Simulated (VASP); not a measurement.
# HfN (Fm-3m) in VASP: further runs, part 2 of 2

VASP 6.6.1.

**3. Relaxation of cell and atoms, PBE**

This run uses another cell than the first one, of 11.48 Å³/atom, 0.976 times its volume.

INCAR reads:

```
PREC = Accurate
ENCUT = 600
EDIFF = 1E-7
ISMEAR = 0
SIGMA = 0.1
LREAL = F
LASPH = T
NELM = 100
ALGO = Normal
ISIF = 3
LWAVE = F
LCHARG = F
GGA = PE
IBRION = 2
NSW = 100
EDIFFG = -0.005
```

KPOINTS reads:

```
Automatic mesh
0
Gamma
  16 16 16
```

POSCAR reads:

```
HfN
1.0
    0.0000000000      2.2558601243      2.2558601243
    2.2558601243      0.0000000000      2.2558601243
    2.2558601243      2.2558601243      0.0000000000
Hf N
1 1
Direct
    0.0000000000      0.0000000000      0.0000000000
    0.5000000000      0.5000000000      0.5000000000
```

Potentials or basis: VASP PAW PBE potentials, release 64 (Hf_pv, N).

On the command line:

```
> cat potpaw_PBE.64/Hf_pv/POTCAR potpaw_PBE.64/N/POTCAR > POTCAR
> mpirun -np 1 vasp_std > vasp.out
```

OUTCAR:

```text
PREC = Accurate
   ENCUT = 600
   EDIFF = 1E-7
   ISMEAR = 0
   LREAL = F
   LASPH = T
   NELM = 100
   ISIF = 3
   GGA = PE
   IBRION = 2
   NSW = 100
   EDIFFG = -0.005

 ion  position               nearest neighbor table
   1  0.000  0.000  0.000-   2 2.26   2 2.26   2 2.26   2 2.26   2 2.26   2 2.26
   2  0.500  0.500  0.500-   1 2.26   1 2.26   1 2.26   1 2.26   1 2.26   1 2.26

  LATTYP: Found a face centered cubic cell.
 ALAT       =     4.5117202486

  Lattice vectors:

 A1 = (   0.0000000000,   2.2558601243,   2.2558601243)
 A2 = (   2.2558601243,   0.0000000000,   2.2558601243)
 A3 = (   2.2558601243,   2.2558601243,   0.0000000000)

Analysis of symmetry for initial positions (statically):
=====================================================================
 Subroutine PRICEL returns:
 Original cell was already a primitive cell.

 Routine SETGRP: Setting up the symmetry group for a
 face centered cubic supercell.

 Subroutine GETGRP returns: Found 48 space group operations
 (whereof 48 operations were pure point group operations)
 out of a pool of 48 trial point group operations.

The static configuration has the point symmetry O_h .

Analysis of symmetry for dynamics (positions and initial velocities):
=====================================================================
 Subroutine PRICEL returns:
 Original cell was already a primitive cell.

 Routine SETGRP: Setting up the symmetry group for a
[... 166 lines left out ...]
  external PRESSURE =      41.0951287 kB  Pullay stress =       0.0000000 kB
[... 59 lines left out ...]
--------------------------------------- Ionic step        3  -------------------------------------------

 number of electron      15.0000001 magnetization

 Free energy of the ion-electron system (eV)
  ---------------------------------------------------
  ext. energy  EPLUGINS =         0.00000000
  ---------------------------------------------------
  free energy    TOTEN  =       -21.76160403 eV

  energy without entropy =      -21.75865674  energy(sigma->0) =      -21.76013038

 E-fermi :   8.2912     XC(G=0): -12.6767

 val. band max:        8.2907723873   @ k =  -0.1250   0.0625   0.0000
 cond. band min:       8.2949866844   @ k =   0.3750   0.1250   0.0000
 fundamental gap:      0.0042142971
 Fermi energy:         8.2911859457

 k-point     1 :       0.0000    0.0000    0.0000
  band No.  band energies     occupation
      1     -22.9048      2.00000
      2     -22.9048      2.00000
      3     -22.9048      2.00000
      4      -9.1573      2.00000
      5       5.2751      2.00000
      6       5.2751      2.00000
      7       5.2751      2.00000
      8       7.9495      2.00000
      9       7.9495      2.00000
     10       7.9495      2.00000
     11       9.9857      0.00000
[... 309 lines left out ...]
 k-point    24 :      -0.0625    0.0625    0.0000
  band No.  band energies     occupation
      1     -22.9967      2.00000
      2     -22.9280      2.00000
      3     -22.9067      2.00000
      4      -8.9275      2.00000
      5       4.2636      2.00000
      6       4.6232      2.00000
      7       4.9308      2.00000
      8       8.1095      1.98982
      9       8.1216      1.98355
     10       8.5524      0.00022
     11      10.2850      0.00000

 [... further k-points ...]
[... 5 lines left out ...]
  --------------------------------------------------------------------------------------
  -------------------------------------------------------------------------------------
  Total       -0.0030393     -0.0030393     -0.0030393      0.0000000      0.0000000      0.0000000
  in kB       -0.2089736     -0.2089736     -0.2089736      0.0000000      0.0000000      0.0000000
  external PRESSURE =      -0.2089736 kB  Pullay stress =       0.0000000 kB
[... 17 lines left out ...]
  FREE ENERGIE OF THE ION-ELECTRON SYSTEM (eV)
  ---------------------------------------------------
  free  energy   TOTEN  =       -21.7616040266 eV

  energy  without entropy=      -21.7586567353  energy(sigma->0) =      -21.76013038

 reached required accuracy - stopping structural energy minimisation
```

OSZICAR:

```text
N       E                     dE             d eps       ncg     rms          rms(c)
DAV:   1     0.444559356574E+02    0.44456E+02   -0.89768E+03  3190   0.144E+03
[... 27 lines left out ...]
DAV:   2    -0.217707224441E+02    0.30342E-01   -0.50627E-02  3289   0.217E+00    0.148E+00
DAV:   3    -0.217619441497E+02    0.87783E-02   -0.18391E-02  3534   0.133E+00    0.957E-01
DAV:   4    -0.217616187373E+02    0.32541E-03   -0.11504E-03  4088   0.352E-01    0.596E-01
DAV:   5    -0.217616044768E+02    0.14261E-04   -0.11017E-04  3796   0.871E-02    0.649E-02
DAV:   6    -0.217616046250E+02   -0.14822E-06   -0.12946E-05  4047   0.345E-02    0.140E-02
DAV:   7    -0.217616040370E+02    0.58798E-06   -0.56089E-07  3724   0.806E-03    0.662E-03
DAV:   8    -0.217616040266E+02    0.10443E-07   -0.71992E-08  1982   0.213E-03
   3 F= -.21761604E+02 E0= -.21760130E+02  d E =-.428924E-02
```

CONTCAR:

```text
HfN
   1.00000000000000
     0.0000000000000000    2.2670237258678250    2.2670237258678250
     2.2670237258678250    0.0000000000000000    2.2670237258678250
     2.2670237258678250    2.2670237258678250    0.0000000000000000
  Hf              N
     1     1
Direct
     0.0000000000000000    0.0000000000000000    0.0000000000000000
     0.5000000000000000    0.5000000000000000    0.5000000000000000

  0.00000000E+00  0.00000000E+00  0.00000000E+00
  0.00000000E+00  0.00000000E+00  0.00000000E+00
```

Run time: 48 s. Hardware: 1 thread of Intel Xeon 6975P-C (Granite Rapids), shared host; peak memory 0.2 GiB.

What came out:

| Quantity | Value |
| --- | --- |
| Free energy | -21.7616 eV |
| Relaxed volume | 11.65 Å³/atom |
| Relaxed cell | a = 3.206 Å, b = 3.206 Å, c = 3.206 Å, α = 60.00°, β = 60.00°, γ = 60.00° |
| Space group after relaxing (to 0.05 Å) | Fm-3m (No. 225) |
| Energy gained by relaxing | 2.1 meV/atom |
| Ionic steps | 3 |
| Pressure after relaxing | 0.0 GPa |

Step by step:
```tsv
step	energy change (eV)	largest force (eV/Å)	pressure (GPa)	volume (Å³)
1	0.0000	0.0000	4.11	22.96
2	0.0104	0.0000	-7.02	23.95
3	-0.0043	0.0000	-0.02	23.30
```

Final structure:
```
Hf N
1.0
     0.00000    2.26702    2.26702
     2.26702    0.00000    2.26702
     2.26702    2.26702    0.00000
Hf N
1 1
Direct
  0.00000 0.00000 0.00000
  0.50000 0.50000 0.50000
```

Caveat: spin-orbit coupling is left out, which moves the levels of the heavy elements.
